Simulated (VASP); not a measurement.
# CdTe (F-43m) in VASP: further runs, part 2 of 2

VASP 6.6.1. Earlier steps stand in the parts before.

### Step 3. Relaxation of cell and atoms, PBEsol, target pressure 16 GPa, at which the enthalpy is minimised

This run uses another cell than the first one, of 34.16 Å³/atom.

The input, INCAR:

```
PREC = Accurate ; ENCUT = 500
EDIFF = 1E-7 ; ISMEAR = 0
SIGMA = 0.01 ; LREAL = F
LASPH = T ; NELM = 120
ALGO = Normal ; ISIF = 3
LWAVE = F ; LCHARG = F
GGA = PS ; IBRION = 2
NSW = 80 ; EDIFFG = -0.001
PSTRESS = 160.0 ; GGA_COMPAT = F
NELMIN = 4
```

The input, KPOINTS:

```
regular mesh
0
Gamma
  8 8 8
```

The input, POSCAR:

```
CdTe
1.0
    0.0000000000      3.2446715256      3.2446715256
    3.2446715256      0.0000000000      3.2446715256
    3.2446715256      3.2446715256      0.0000000000
Cd Te
1 1
Direct
    0.0000000000      0.0000000000      0.0000000000
    0.7500000000      0.7500000000      0.7500000000
```

Potentials or basis: VASP PAW PBE potentials, release 64 (Cd, Te).

Launch:

```console
cat potpaw_PBE.64/Cd/POTCAR potpaw_PBE.64/Te/POTCAR > POTCAR
mpirun -np 1 vasp_std > vasp.out
```

OUTCAR:

```text
PREC = Accurate
   ENCUT = 500
   EDIFF = 1E-7
   ISMEAR = 0
   LREAL = F
   LASPH = T
   NELM = 120
   ISIF = 3
   GGA = PS
   IBRION = 2
   NSW = 80
   EDIFFG = -0.001
   PSTRESS = 160.0
   NELMIN = 4

 ion  position               nearest neighbor table
   1  0.000  0.000  0.000-   2 2.81   2 2.81   2 2.81   2 2.81
   2  0.750  0.750  0.750-   1 2.81   1 2.81   1 2.81   1 2.81

  LATTYP: Found a face centered cubic cell.
 ALAT       =     6.4893430512

  Lattice vectors:

 A1 = (   0.0000000000,   3.2446715256,   3.2446715256)
 A2 = (   3.2446715256,   0.0000000000,   3.2446715256)
 A3 = (   3.2446715256,   3.2446715256,   0.0000000000)

Analysis of symmetry for initial positions (statically):
=====================================================================
 Subroutine PRICEL returns:
 Original cell was already a primitive cell.

 Routine SETGRP: Setting up the symmetry group for a
 face centered cubic supercell.

 Subroutine GETGRP returns: Found 24 space group operations
 (whereof 24 operations were pure point group operations)
 out of a pool of 48 trial point group operations.

The static configuration has the point symmetry T_d .

Analysis of symmetry for dynamics (positions and initial velocities):
=====================================================================
 Subroutine PRICEL returns:
 Original cell was already a primitive cell.

 Routine SETGRP: Setting up the symmetry group for a
 face centered cubic supercell.

 Subroutine GETGRP returns: Found 24 space group operations
 (whereof 24 operations were pure point group operations)
 out of a pool of 48 trial point group operations.

The dynamic configuration has the point symmetry T_d .

 Subroutine INISYM returns: Found 24 space group operations
 (whereof 24 operations are pure point group operations),
 and found     1 'primitive' translations

----------------------------------------------------------------------------------------

                                     Primitive cell

  volume of cell :      68.3191

  direct lattice vectors                    reciprocal lattice vectors
     0.000000000  3.244671526  3.244671526    -0.154098804  0.154098804  0.154098804
     3.244671526  0.000000000  3.244671526     0.154098804 -0.154098804  0.154098804
     3.244671526  3.244671526  0.000000000     0.154098804  0.154098804 -0.154098804

  length of vectors
     4.588658477  4.588658477  4.588658477     0.266906957  0.266906957  0.266906957

  position of ions in fractional coordinates (direct lattice)
     0.000000000  0.000000000  0.000000000
     0.750000000  0.750000000  0.750000000

  ion indices of the primitive-cell ions
   primitive index   ion index
                 1           1
                 2           2

----------------------------------------------------------------------------------------

 KPOINTS: regular mesh

Automatic generation of k-mesh.
 Grid dimensions read from file:
 generate k-points for:    8    8    8

 Generating k-lattice:

  Cartesian coordinates                     Fractional coordinates (reciprocal lattice)
    -0.019262350  0.019262350  0.019262350     0.125000000  0.000000000  0.000000000
     0.019262350 -0.019262350  0.019262350     0.000000000  0.125000000  0.000000000
     0.019262350  0.019262350 -0.019262350     0.000000000  0.000000000  0.125000000
[... 42 lines left out ...]
   dimension x,y,z NGX =    36 NGY =   36 NGZ =   36
   dimension x,y,z NGXF=    72 NGYF=   72 NGZF=   72
   ions per type =               1   1
   NGX,Y,Z   is equivalent  to a cutoff of  13.04, 13.04, 13.04 a.u.
   NGXF,Y,Z  is equivalent  to a cutoff of  26.09, 26.09, 26.09 a.u.
 SYSTEM =  unknown system
   PREC   = accura    normal or accurate (medium, high low for compatibility)
   ISTART =      0    job   : 0-new  1-cont  2-samecut
   ICHARG =      2    charge: 1-file 2-atom 10-const
   ISPIN  =      1    spin polarized calculation?
   LNONCOLLINEAR =      F non collinear calculations
   LSORBIT =      F    spin-orbit coupling
   LASPH  =      T    aspherical Exc in radial PAW
   ENCUT  =  500.0 eV  36.75 Ry    6.06 a.u.   8.37  8.37  8.37*2*pi/ulx,y,z
   NELM   =    120;   NELMIN=  4; NELMDL= -5     # of ELM steps
   EDIFF  = 0.1E-06   stopping-criterion for ELM
   LREAL  =      F    real-space projection
   EDIFFG = -.1E-02   stopping-criterion for IOM
   NSW    =     80    number of steps for IOM
   IBRION =      2    ionic relax: 0-MD 1-quasi-New 2-CG
   NFREE  =      1    steps in history (QN), initial steepest desc. (CG)
   ISIF   =      3    stress and relaxation
   ISYM   =      2    0-nonsym 1-usesym 2-fastsym
   POTIM  = 0.5000    time-step for ionic-motion
   TEBEG  =    0.0;   TEEND  =   0.0 temperature during run
   PSTRESS=  160.0 pullay stress
   NELECT =      18.0000    total number of electrons
   NUPDOWN=      -1.0000    fix difference up-down
   EMIN   =  10.00;   EMAX   =-10.00  energy-range for DOS
   EFERMI =   0.00;   METHOD = LEGACY
   ISMEAR =     0;   SIGMA  =   0.01  broadening in eV -4-tet -1-fermi 0-gaus
   EFERMI_NEDOS =   21; number of points for ismear=-14 and -15
   IALGO  =     38    algorithm
   IMIX   =      4    mixing-type and parameters
     AMIX     =   0.40;   BMIX     =  1.00
     AMIX_MAG =   1.60;   BMIX_MAG =  1.00
  volume/ion in A,a.u.               =      34.16       230.52
  Fermi-wavevector in a.u.,A,eV,Ry     =   1.049506  1.983279 14.986312  1.101463
  Thomas-Fermi vector in A             =   2.184471
   LORBIT       =      0    0 simple, 1 ext, 2 COOP (PROOUT), +10 PAW based schemes
   GGA     = PS    functional components
   LHFCALC =     F    Hartree Fock is set to
   AEXX    =    0.0000 exact exchange contribution
   IVDW    =     0    specifies the selected vdW correction
   LEPSILON=     F    determine dielectric tensor
   LRPA    =     F    only Hartree local field effects (RPA)
 conjugate gradient relaxation of ions
 non-spin polarized calculation
 Gauss-broadening in eV      SIGMA  =   0.01
  energy-cutoff  :      500.00
  volume of cell :       68.32
 maximum number of plane-waves:      1759
 NGX is ok and might be reduce to    36
   NGX = 17   NGY = 17   NGZ = 17

--------------------------------------- Ionic step        1  -------------------------------------------

 number of electron      17.9999997 magnetization

 Free energy of the ion-electron system (eV)
  ---------------------------------------------------
  ext. energy  EPLUGINS =         0.00000000
  ---------------------------------------------------
  free energy    TOTEN  =        -5.48944745 eV

  energy without entropy =       -5.48944745  energy(sigma->0) =       -5.48944745

------------------------ aborting loop because EDIFF is reached ----------------------------------------

  FORCE on cell =-STRESS in cart. coord.  units (eV):
  Direction    XX          YY          ZZ          XY          YZ          ZX
  --------------------------------------------------------------------------------------
  -------------------------------------------------------------------------------------
  Total        0.0697246      0.0697246      0.0697246      0.0000000     -0.0000000      0.0000000
  in kB        1.6351382      1.6351382      1.6351382      0.0000000     -0.0000000      0.0000000
  external PRESSURE =    -158.3648618 kB  Pullay stress =     160.0000000 kB
[... 25 lines left out ...]
--------------------------------------- Ionic step        2  -------------------------------------------

 number of electron      18.0000000 magnetization

 E-fermi :   9.1403     XC(G=0): -11.3363

 val. band max:        9.0920931881   @ k =   0.0000   0.0000   0.0000
 cond. band min:       9.8717858240   @ k =   0.5000   0.5000   0.0000
 fundamental gap:      0.7796926360
 Fermi energy:         9.1402585731

 k-point     1 :       0.0000    0.0000    0.0000
  band No.  band energies     occupation
      1      -6.9498      2.00000
      2      -2.9065      2.00000
      3      -2.9065      2.00000
      4      -2.9065      2.00000
      5      -2.0391      2.00000
      6      -2.0391      2.00000
      7       9.0921      2.00000
      8       9.0921      2.00000
      9       9.0921      2.00000
     10      11.2241      0.00000
     11      12.6440      0.00000
     12      12.6440      0.00000
     13      12.6440      0.00000
[... 481 lines left out ...]
--------------------------------------- Ionic step        5  -------------------------------------------

 number of electron      18.0000003 magnetization

 Free energy of the ion-electron system (eV)
  ---------------------------------------------------
  ext. energy  EPLUGINS =         0.00000000
  ---------------------------------------------------
  free energy    TOTEN  =        -4.93180106 eV

  energy without entropy =       -4.93180106  energy(sigma->0) =       -4.93180106

 E-fermi :   4.5902     XC(G=0):  -9.7852

 val. band max:        4.5100201859   @ k =   0.0000   0.0000   0.0000
 cond. band min:       5.8420992489   @ k =   0.0000   0.0000   0.0000
 fundamental gap:      1.3320790630
 Fermi energy:         4.5901676502

 k-point     1 :       0.0000    0.0000    0.0000
  band No.  band energies     occupation
      1      -8.2391      2.00000
      2      -4.8038      2.00000
      3      -4.8038      2.00000
      4      -4.8038      2.00000
      5      -4.3387      2.00000
      6      -4.3387      2.00000
      7       4.5100      2.00000
      8       4.5100      2.00000
      9       4.5100      2.00000
     10       5.8421      0.00000
     11       8.8020      0.00000
     12       8.8020      0.00000
     13       8.8020      0.00000
[... 401 lines left out ...]
  energy  without entropy=       -4.9318010558  energy(sigma->0) =       -4.93180106

  enthalpy is  TOTEN    =         0.5308291792 eV   P V=        5.4626302350

 reached required accuracy - stopping structural energy minimisation
```

Run time: 45 s. Hardware: 1 thread of Intel Xeon 6975P-C (Granite Rapids), shared host; peak memory 0.23 GiB.

What came out:

| Item | Value |
| --- | --- |
| Free energy | -4.9318 eV |
| Relaxed volume | 27.35 Å³/atom |
| Relaxed cell | a = 4.261 Å, b = 4.261 Å, c = 4.261 Å, α = 60.00°, β = 60.00°, γ = 60.00° |
| Space group after relaxing (to 0.1 Å) | F-43m (No. 216) |
| Energy change on relaxing (the run minimises the enthalpy) | +278.8 meV/atom |
| Ionic steps | 5 |
| Pressure after relaxing | 16.0 GPa |
| Band gap on the k mesh | 1.33 eV |

Step by step:
| step | energy change (eV) | largest force (eV/Å) | pressure (GPa) | volume (Å³) |
| --- | --- | --- | --- | --- |
| 1 | 0.0000 | 0.0000 | 0.16 | 68.32 |
| 2 | 4.2592 | 0.0000 | 80.18 | 40.08 |
| 3 | 0.4644 | 0.0000 | 14.11 | 55.69 |
| 4 | 0.5271 | 0.0000 | 15.39 | 55.01 |
| 5 | 0.5576 | 0.0000 | 16.00 | 54.70 |

Final structure:
```cif
data_structure
_symmetry_space_group_name_H-M 'P 1'
_symmetry_Int_Tables_number 1
_cell_length_a 4.2609
_cell_length_b 4.2609
_cell_length_c 4.2609
_cell_angle_alpha 60.000
_cell_angle_beta 60.000
_cell_angle_gamma 60.000
_cell_volume 54.70
loop_
_atom_site_label
_atom_site_type_symbol
_atom_site_fract_x
_atom_site_fract_y
_atom_site_fract_z
_atom_site_occupancy
Cd1 Cd 0.00000 0.00000 0.00000 1
Te1 Te 0.75000 0.75000 0.75000 1
```

Levels at points of the mesh, in eV from the valence-band top:
```
           k point  band 5  band 6  band 7  band 8  band 9  band 10  band 11  band 12  band 13
(0.00, 0.00, 0.00)   -8.85   -8.85    0.00    0.00    0.00     1.33     4.29     4.29     4.29
(0.50, 0.00, 0.00)   -8.83   -8.29   -5.95   -1.18   -1.18     1.90     4.95     4.95     6.79
(0.50, 0.50, 0.00)   -8.80   -8.07   -5.56   -2.78   -2.78     1.91     2.37    10.06    10.18
```

Caveat: the cell is relaxed towards a set pressure, so the run minimises the enthalpy, not the energy; the volume moved by over 15 % at a fixed basis, so the end points are rough; the PAW data sets were made with another functional, which shifts forces and pressure a little; spin-orbit coupling is left out, which moves the levels of the heavy elements.
